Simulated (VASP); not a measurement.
# MgO (P-4m2) in VASP: notebook

The runs below take MgO through single point, with LDA.

Everything below comes from runs of VASP 6.6.1. Logs are shortened: lines on timing, memory, paths and dates and some standing lists are left out, and cuts for length are marked.

## 1. The cell of the first run

The structure is tetragonal, space group P-4m2 (No. 115). The conventional cell has a = 5.523 Å, b = 5.523 Å, c = 5.523 Å, α = 90.00°, β = 90.00°, γ = 90.00°. Mg (site symmetry m) has 4 O at 1.87 to 2.04 Å within 2.5 Å. Mg (site symmetry -4m2) has 4 O at 2.03 Å and 2 Mg at 2.76 Å within 2.8 Å. Mg (site symmetry -4m2) has 4 O at 1.88 Å within 2.5 Å. Within 2.5 Å of O (site symmetry m) lie 4 Mg at 1.88 to 2.03 Å. O (site symmetry -4m2) has 4 Mg at 1.87 Å within 2.5 Å. O (site symmetry -4m2) has 4 Mg at 2.04 Å and 2 O at 2.76 Å within 2.8 Å.

## 2. Single point, LDA (atoms displaced along a vibrational mode)

The input, INCAR:

```
SYSTEM = MgO
  ALGO = Normal
  EDIFF = 1E-7
  ENCUT = 520
  ISIF = 2
  ISMEAR = 0
  LASPH = .TRUE.
  LCHARG = .FALSE.
  LREAL = .FALSE.
  LWAVE = .FALSE.
  NBANDS = 36
  NELM = 80
  PREC = Accurate
  SIGMA = 0.05
```

The input, KPOINTS:

```
k-points
0
G
  4 4 4
  0 0 0
```

The input, POSCAR:

```
MgO
1.0
    5.5230736673      0.0000000000      0.0000000000
    0.0000000000      5.5230736673      0.0000000000
    0.0000000000      0.0000000000      5.5230736673
Mg O
6 6
Direct
    0.2500000000     -0.0211748472      0.5000000000
    0.0000000000      0.5211748472      0.2500000000
    0.5000000000      0.7500000000      0.0000000000
    0.7500000000     -0.0211748472      0.5000000000
    0.0000000000      0.5211748472      0.7500000000
    0.5000000000      0.2500000000      0.0000000000
    0.2500000000      0.4800132067      0.0000000000
    0.5000000000      0.0199867933      0.2500000000
    0.0000000000      0.7500000000      0.5000000000
    0.7500000000      0.4800132067      0.0000000000
    0.5000000000      0.0199867933      0.7500000000
    0.0000000000      0.2500000000      0.5000000000
```

Potentials or basis: VASP PAW LDA potentials, release 64 (Mg, O).

Started as:

```
> cat potpaw_LDA.64/Mg/POTCAR potpaw_LDA.64/O/POTCAR > POTCAR
> mpirun -np 1 vasp_std > vasp.out
```

OUTCAR:

```text
SYSTEM = MgO
   EDIFF = 1E-7
   ENCUT = 520
   ISIF = 2
   ISMEAR = 0
   LASPH = .TRUE.
   LREAL = .FALSE.
   NELM = 80
   PREC = Accurate

 ion  position               nearest neighbor table
   1  0.250  0.979  0.500-   9 1.87   8 1.97  11 1.97  12 2.04   4 2.76   4 2.76   5 3.19   2 3.19
                             3 3.34   3 3.34   6 3.43   6 3.43   2 3.58   5 3.58
   2  0.000  0.521  0.250-   9 1.87   7 1.97  10 1.97  12 2.04   5 2.76   5 2.76   1 3.19   4 3.19
                             3 3.34   3 3.34   6 3.43   6 3.43   1 3.58   4 3.58
   3  0.500  0.750  0.000-   7 2.03   8 2.03  10 2.03  11 2.03   6 2.76   6 2.76   4 3.34   5 3.34
                             1 3.34   1 3.34   4 3.34   2 3.34   2 3.34   5 3.34
   4  0.750  0.979  0.500-   9 1.87   8 1.97  11 1.97  12 2.04   1 2.76   1 2.76   5 3.19   2 3.19
                             3 3.34   3 3.34   6 3.43   6 3.43   2 3.58   5 3.58
   5  0.000  0.521  0.750-   9 1.87   7 1.97  10 1.97  12 2.04   2 2.76   2 2.76   4 3.19   1 3.19
                             3 3.34   3 3.34   6 3.43   6 3.43   1 3.58   4 3.58
   6  0.500  0.250  0.000-   7 1.88   8 1.88  10 1.88  11 1.88   3 2.76   3 2.76   1 3.43   4 3.43
                             5 3.43   1 3.43   4 3.43   2 3.43   2 3.43   5 3.43
   7  0.250  0.480  0.000-   6 1.88   5 1.97   2 1.97   3 2.03
   8  0.500  0.020  0.250-   6 1.88   4 1.97   1 1.97   3 2.03
   9  0.000  0.750  0.500-   1 1.87   2 1.87   4 1.87   5 1.87
  10  0.750  0.480  0.000-   6 1.88   5 1.97   2 1.97   3 2.03
  11  0.500  0.020  0.750-   6 1.88   4 1.97   1 1.97   3 2.03
  12  0.000  0.250  0.500-   1 2.04   2 2.04   4 2.04   5 2.04

  LATTYP: Found a simple cubic cell.
 ALAT       =     5.5230736673

  Lattice vectors:

 A1 = (   5.5230736673,   0.0000000000,   0.0000000000)
 A2 = (   0.0000000000,   5.5230736673,   0.0000000000)
 A3 = (   0.0000000000,   0.0000000000,   5.5230736673)

Analysis of symmetry for initial positions (statically):
=====================================================================
 Subroutine PRICEL returns:
 Original cell was already a primitive cell.

 Routine SETGRP: Setting up the symmetry group for a
 simple cubic supercell.

 Subroutine GETGRP returns: Found  8 space group operations
 (whereof  4 operations were pure point group operations)
 out of a pool of 48 trial point group operations.

The static configuration has the point symmetry C_2v.
 The point group associated with its full space group is D_2d.

Analysis of symmetry for dynamics (positions and initial velocities):
=====================================================================
 Subroutine PRICEL returns:
 Original cell was already a primitive cell.

 Routine SETGRP: Setting up the symmetry group for a
 simple cubic supercell.

 Subroutine GETGRP returns: Found  8 space group operations
 (whereof  4 operations were pure point group operations)
 out of a pool of 48 trial point group operations.

The dynamic configuration has the point symmetry C_2v.
 The point group associated with its full space group is D_2d.

 Subroutine INISYM returns: Found  8 space group operations
 (whereof  4 operations are pure point group operations),
 and found     1 'primitive' translations

----------------------------------------------------------------------------------------

                                     Primitive cell

  volume of cell :     168.4777

  direct lattice vectors                    reciprocal lattice vectors
     5.523073667  0.000000000  0.000000000     0.181058603  0.000000000  0.000000000
     0.000000000  5.523073667  0.000000000     0.000000000  0.181058603  0.000000000
     0.000000000  0.000000000  5.523073667     0.000000000  0.000000000  0.181058603

  length of vectors
     5.523073667  5.523073667  5.523073667     0.181058603  0.181058603  0.181058603

  position of ions in fractional coordinates (direct lattice)
     0.250000000  0.978825153  0.500000000
     0.000000000  0.521174847  0.250000000
     0.500000000  0.750000000  0.000000000
     0.750000000  0.978825153  0.500000000
     0.000000000  0.521174847  0.750000000
     0.500000000  0.250000000  0.000000000
[... 23 lines left out ...]

 KPOINTS: k-points

Automatic generation of k-mesh.
 Grid dimensions read from file:
 generate k-points for:    4    4    4

 Generating k-lattice:

  Cartesian coordinates                     Fractional coordinates (reciprocal lattice)
     0.045264651  0.000000000  0.000000000     0.250000000  0.000000000  0.000000000
     0.000000000  0.045264651  0.000000000     0.000000000  0.250000000  0.000000000
     0.000000000  0.000000000  0.045264651     0.000000000  0.000000000  0.250000000

  Length of vectors
     0.045264651  0.045264651  0.045264651

  Shift w.r.t. Gamma in fractional coordinates (k-lattice)
     0.000000000  0.000000000  0.000000000

 Subroutine IBZKPT returns following result:
 ===========================================

 Found     18 irreducible k-points:

 Following reciprocal coordinates:
            Coordinates               Weight
  0.000000  0.000000  0.000000      1.000000
  0.250000  0.000000  0.000000      4.000000
  0.000000  0.250000  0.000000      2.000000
  0.500000  0.000000  0.000000      2.000000
  0.000000  0.500000  0.000000      1.000000
  0.250000  0.250000  0.000000      8.000000
[... 10 lines left out ...]
  0.500000  0.250000  0.500000      2.000000
  0.500000  0.500000  0.500000      1.000000
   k-points           NKPTS =     18   k-points in BZ     NKDIM =     18   number of bands    NBANDS=     36
   number of dos      NEDOS =    301   number of ions     NIONS =     12
   total plane-waves  NPLWV =  74088
   dimension x,y,z NGX =    42 NGY =   42 NGZ =   42
   dimension x,y,z NGXF=    84 NGYF=   84 NGZF=   84
   ions per type =               6   6
   NGX,Y,Z   is equivalent  to a cutoff of  12.64, 12.64, 12.64 a.u.
   NGXF,Y,Z  is equivalent  to a cutoff of  25.28, 25.28, 25.28 a.u.
 SYSTEM =  MgO
   PREC   = accura    normal or accurate (medium, high low for compatibility)
   ISTART =      0    job   : 0-new  1-cont  2-samecut
   ICHARG =      2    charge: 1-file 2-atom 10-const
   ISPIN  =      1    spin polarized calculation?
   LNONCOLLINEAR =      F non collinear calculations
   LSORBIT =      F    spin-orbit coupling
   LASPH  =      T    aspherical Exc in radial PAW
   ENCUT  =  520.0 eV  38.22 Ry    6.18 a.u.  10.27 10.27 10.27*2*pi/ulx,y,z
   NELM   =     80;   NELMIN=  2; NELMDL= -5     # of ELM steps
   EDIFF  = 0.1E-06   stopping-criterion for ELM
   LREAL  =      F    real-space projection
   EDIFFG = 0.1E-05   stopping-criterion for IOM
   NSW    =      0    number of steps for IOM
   IBRION =     -1    ionic relax: 0-MD 1-quasi-New 2-CG
   NFREE  =      0    steps in history (QN), initial steepest desc. (CG)
   ISIF   =      2    stress and relaxation
   ISYM   =      2    0-nonsym 1-usesym 2-fastsym
   POTIM  = 0.5000    time-step for ionic-motion
   TEBEG  =    0.0;   TEEND  =   0.0 temperature during run
   PSTRESS=    0.0 pullay stress
   NELECT =      48.0000    total number of electrons
   NUPDOWN=      -1.0000    fix difference up-down
   EMIN   =  10.00;   EMAX   =-10.00  energy-range for DOS
   EFERMI =   0.00;   METHOD = LEGACY
   ISMEAR =     0;   SIGMA  =   0.05  broadening in eV -4-tet -1-fermi 0-gaus
   EFERMI_NEDOS =   21; number of points for ismear=-14 and -15
   IALGO  =     38    algorithm
   IMIX   =      4    mixing-type and parameters
     AMIX     =   0.40;   BMIX     =  1.00
     AMIX_MAG =   1.60;   BMIX_MAG =  1.00
  volume/ion in A,a.u.               =      14.04        94.75
  Fermi-wavevector in a.u.,A,eV,Ry     =   1.077228  2.035666 15.788483  1.160421
  Thomas-Fermi vector in A             =   2.213134
   LORBIT       =      0    0 simple, 1 ext, 2 COOP (PROOUT), +10 PAW based schemes
   GGA     = CA    functional components
   LHFCALC =     F    Hartree Fock is set to
   AEXX    =    0.0000 exact exchange contribution
   IVDW    =     0    specifies the selected vdW correction
   LEPSILON=     F    determine dielectric tensor
   LRPA    =     F    only Hartree local field effects (RPA)
 non-spin polarized calculation
 Gauss-broadening in eV      SIGMA  =   0.05
  energy-cutoff  :      520.00
  volume of cell :      168.48
 maximum number of plane-waves:      4632
 NGX is ok and might be reduce to    42
   NGX = 21   NGY = 21   NGZ = 21

 number of electron      47.9999991 magnetization

 Free energy of the ion-electron system (eV)
  ---------------------------------------------------
  ext. energy  EPLUGINS =         0.00000000
  ---------------------------------------------------
  free energy    TOTEN  =       -76.44476559 eV

  energy without entropy =      -76.44476559  energy(sigma->0) =      -76.44476559

 E-fermi :   0.1902     XC(G=0):  -9.2022

 val. band max:       -0.0333694807   @ k =   0.5000   0.0000   0.5000
 cond. band min:       2.4614065632   @ k =   0.0000   0.0000   0.0000
 fundamental gap:      2.4947760439
 Fermi energy:         0.1901875046

 k-point     1 :       0.0000    0.0000    0.0000
  band No.  band energies     occupation
      1     -16.6262      2.00000
      2     -15.9273      2.00000
      3     -15.6202      2.00000
      4     -15.1400      2.00000
      5     -15.1400      2.00000
      6     -14.4656      2.00000
[... 691 lines left out ...]
     35      11.4412      0.00000
     36      11.7739      0.00000

------------------------ aborting loop because EDIFF is reached ----------------------------------------

  FORCE on cell =-STRESS in cart. coord.  units (eV):
  Direction    XX          YY          ZZ          XY          YZ          ZX
  --------------------------------------------------------------------------------------
  -------------------------------------------------------------------------------------
  Total        0.4100581     -0.7922636      0.4100581      0.0000000      0.0000000      0.0000000
  in kB        3.8995403     -7.5342113      3.8995403      0.0000000      0.0000000      0.0000000
  external PRESSURE =       0.0882898 kB  Pullay stress =       0.0000000 kB

 VOLUME and BASIS-vectors are now :
 -----------------------------------------------------------------------------
  energy-cutoff  :      520.00
  volume of cell :      168.48
      direct lattice vectors                 reciprocal lattice vectors
     5.523073667  0.000000000  0.000000000     0.181058603  0.000000000  0.000000000
     0.000000000  5.523073667  0.000000000     0.000000000  0.181058603  0.000000000
     0.000000000  0.000000000  5.523073667     0.000000000  0.000000000  0.181058603

 POSITION                                       TOTAL-FORCE (eV/Angst)
 -----------------------------------------------------------------------------------
      1.38077      5.40612      2.76154         0.356184      2.316269      0.000000
      0.00000      2.87849      1.38077        -0.000000     -2.316269     -0.356184
      2.76154      4.14231      0.00000         0.000000      0.000000      0.000000
      4.14231      5.40612      2.76154        -0.356184      2.316269      0.000000
      0.00000      2.87849      4.14231        -0.000000     -2.316269      0.356184
      2.76154      1.38077      0.00000         0.000000      0.000000      0.000000
      1.38077      2.65115      0.00000        -0.348951      1.998772      0.000000
      2.76154      0.11039      1.38077         0.000000     -1.998772      0.348951
      0.00000      4.14231      2.76154         0.000000     -0.000000      0.000000
      4.14231      2.65115      0.00000         0.348951      1.998772      0.000000
      2.76154      0.11039      4.14231         0.000000     -1.998772     -0.348951
      0.00000      1.38077      2.76154         0.000000      0.000000      0.000000
 -----------------------------------------------------------------------------------
    total drift:                                0.000000      0.000000     -0.000000

  FREE ENERGIE OF THE ION-ELECTRON SYSTEM (eV)
  ---------------------------------------------------
  free  energy   TOTEN  =       -76.4447655902 eV

  energy  without entropy=      -76.4447655902  energy(sigma->0) =      -76.44476559
```

Run time: 2.7 min. Hardware: 1 thread of Intel Xeon 8259CL, shared host; peak memory 0.25 GiB.

What came out:

| Quantity | Value |
| --- | --- |
| Free energy | -76.4448 eV |
| Pressure | 0.0 GPa |
| Largest force | 2.343 eV/Å |
| Band gap on the k mesh | 2.49 eV (least direct gap 2.53 eV) |

Forces on the atoms (eV/Å):
```
Mg   0.356  2.316  0.000
Mg   0.000 -2.316 -0.356
Mg   0.000  0.000  0.000
Mg  -0.356  2.316  0.000
Mg   0.000 -2.316  0.356
Mg   0.000  0.000  0.000
O   -0.349  1.999  0.000
O    0.000 -1.999  0.349
O    0.000  0.000  0.000
O    0.349  1.999  0.000
O    0.000 -1.999 -0.349
O    0.000  0.000  0.000
```

Caveat: the cell differs from its parent crystal (atoms displaced along a vibrational mode); forces of over 1 eV/Å act on the atoms, so gaps and moduli don't describe the material at rest. A k mesh can miss the band edges.

## 3. Single point, LDA (atoms displaced along a vibrational mode)

The input, INCAR:

```
SYSTEM = MgO
ALGO = Normal
EDIFF = 1E-6
ENCUT = 520
ISIF = 2
ISMEAR = 0
LASPH = .TRUE.
LCHARG = .TRUE.
LELF = .TRUE.
LREAL = .FALSE.
LVHAR = .TRUE.
LWAVE = .FALSE.
NBANDS = 36
NELM = 80
PREC = Accurate
SIGMA = 0.05
```

KPOINTS is that of step 2.

The input, POSCAR:

```
MgO
1.0
    5.5230736673      0.0000000000      0.0000000000
    0.0000000000      5.5230736673      0.0000000000
    0.0000000000      0.0000000000      5.5230736673
Mg O
6 6
Direct
    0.2500000000     -0.0210480887      0.5000000000
    0.0000000000      0.5210480887      0.2500000000
    0.5000000000      0.7500000000      0.0000000000
    0.7500000000     -0.0210480887      0.5000000000
    0.0000000000      0.5210480887      0.7500000000
    0.5000000000      0.2500000000      0.0000000000
    0.2500000000      0.4944992792      0.0000000000
    0.5000000000      0.0055007208      0.2500000000
    0.0000000000      0.7500000000      0.5000000000
    0.7500000000      0.4944992792      0.0000000000
    0.5000000000      0.0055007208      0.7500000000
    0.0000000000      0.2500000000      0.5000000000
```

Potentials or basis: VASP PAW LDA potentials, release 64 (Mg, O).

Started as:

```
> cat potpaw_LDA.64/Mg/POTCAR potpaw_LDA.64/O/POTCAR > POTCAR
> mpirun -np 1 vasp_std > vasp.out
```

OUTCAR:

```text
SYSTEM = MgO
   EDIFF = 1E-6
   ENCUT = 520
   ISIF = 2
   ISMEAR = 0
   LASPH = .TRUE.
   LREAL = .FALSE.
   NELM = 80
   PREC = Accurate

 ion  position               nearest neighbor table
   1  0.250  0.979  0.500-   9 1.87   8 1.96  11 1.96  12 2.04   4 2.76   4 2.76   5 3.20   2 3.20
                             3 3.34   3 3.34   6 3.43   6 3.43   2 3.57   5 3.57
   2  0.000  0.521  0.250-   9 1.87   7 1.96  10 1.96  12 2.04   5 2.76   5 2.76   1 3.20   4 3.20
                             3 3.34   3 3.34   6 3.43   6 3.43   1 3.57   4 3.57
   3  0.500  0.750  0.000-   7 1.97   8 1.97  10 1.97  11 1.97   6 2.76   6 2.76   4 3.34   5 3.34
                             1 3.34   1 3.34   4 3.34   2 3.34   2 3.34   5 3.34
   4  0.750  0.979  0.500-   9 1.87   8 1.96  11 1.96  12 2.04   1 2.76   1 2.76   5 3.20   2 3.20
                             3 3.34   3 3.34   6 3.43   6 3.43   2 3.57   5 3.57
   5  0.000  0.521  0.750-   9 1.87   7 1.96  10 1.96  12 2.04   2 2.76   2 2.76   4 3.20   1 3.20
                             3 3.34   3 3.34   6 3.43   6 3.43   1 3.57   4 3.57
   6  0.500  0.250  0.000-   7 1.93   8 1.93  10 1.93  11 1.93   3 2.76   3 2.76   1 3.43   4 3.43
                             5 3.43   1 3.43   4 3.43   2 3.43   2 3.43   5 3.43
   7  0.250  0.494  0.000-   6 1.93   5 1.96   2 1.96   3 1.97
[... 917 lines left out ...]
  Direction    XX          YY          ZZ          XY          YZ          ZX
  --------------------------------------------------------------------------------------
  -------------------------------------------------------------------------------------
  Total       -0.1010970     -0.6211490     -0.1010970      0.0000000      0.0000000      0.0000000
  in kB       -0.9614048     -5.9069580     -0.9614048      0.0000000      0.0000000      0.0000000
  external PRESSURE =      -2.6099226 kB  Pullay stress =       0.0000000 kB

 VOLUME and BASIS-vectors are now :
 -----------------------------------------------------------------------------
  energy-cutoff  :      520.00
  volume of cell :      168.48
      direct lattice vectors                 reciprocal lattice vectors
     5.523073667  0.000000000  0.000000000     0.181058603  0.000000000  0.000000000
     0.000000000  5.523073667  0.000000000     0.000000000  0.181058603  0.000000000
     0.000000000  0.000000000  5.523073667     0.000000000  0.000000000  0.181058603

 POSITION                                       TOTAL-FORCE (eV/Angst)
 -----------------------------------------------------------------------------------
      1.38077      5.40682      2.76154         0.311987      1.977134      0.000000
      0.00000      2.87779      1.38077         0.000000     -1.977134     -0.311987
      2.76154      4.14231      0.00000         0.000000     -0.000000      0.000000
      4.14231      5.40682      2.76154        -0.311987      1.977134      0.000000
      0.00000      2.87779      4.14231         0.000000     -1.977134      0.311987
      2.76154      1.38077      0.00000         0.000000     -0.000000      0.000000
      1.38077      2.73116      0.00000        -0.069298      0.892752      0.000000
      2.76154      0.03038      1.38077         0.000000     -0.892752      0.069298
      0.00000      4.14231      2.76154         0.000000     -0.000000      0.000000
      4.14231      2.73116      0.00000         0.069298      0.892752      0.000000
      2.76154      0.03038      4.14231         0.000000     -0.892752     -0.069298
      0.00000      1.38077      2.76154         0.000000     -0.000000      0.000000
 -----------------------------------------------------------------------------------
    total drift:                                0.000000      0.000000      0.000000

  FREE ENERGIE OF THE ION-ELECTRON SYSTEM (eV)
  ---------------------------------------------------
  free  energy   TOTEN  =       -76.9130137293 eV

  energy  without entropy=      -76.9130137293  energy(sigma->0) =      -76.91301373
```

stdout:

```text
POSCAR found type information on POSCAR MgO
 POSCAR found :  2 types and      12 ions
 scaLAPACK will be used
 LDA part: xc-table for (Slater(with rela. corr.)+CA(PZ))
 , standard interpolation
 POSCAR, INCAR and KPOINTS ok, starting setup
 FFT: planning ... GRIDC
 FFT: planning ... GRID_SOFT
 FFT: planning ... GRID
 WAVECAR not read
 entering main loop
```

It took 3.2 min on 1 thread of Intel Xeon 8259CL, shared host; peak memory 0.26 GiB.

What came out:

```yaml
Free_energy: -76.9130 eV
Pressure: -0.3 GPa
Largest_force: 2.002 eV/Å
Band_gap_on_the_k_mesh: 2.64 eV (least direct gap 2.67 eV)
```

Forces on the atoms (eV/Å):
```
Mg   0.312  1.977  0.000
Mg   0.000 -1.977 -0.312
Mg   0.000  0.000  0.000
Mg  -0.312  1.977  0.000
Mg   0.000 -1.977  0.312
Mg   0.000  0.000  0.000
O   -0.069  0.893  0.000
O    0.000 -0.893  0.069
O    0.000  0.000  0.000
O    0.069  0.893  0.000
O    0.000 -0.893 -0.069
O    0.000  0.000  0.000
```

Stress tensor (GPa, compression positive):
```
-0.10  0.00  0.00
 0.00 -0.59  0.00
 0.00  0.00 -0.10
```

Caveat: the cell differs from its parent crystal (atoms displaced along a vibrational mode); forces of over 1 eV/Å act on the atoms, so gaps and moduli don't describe the material at rest. A k mesh can miss the band edges.

(Part 1 of 2 ends here.)
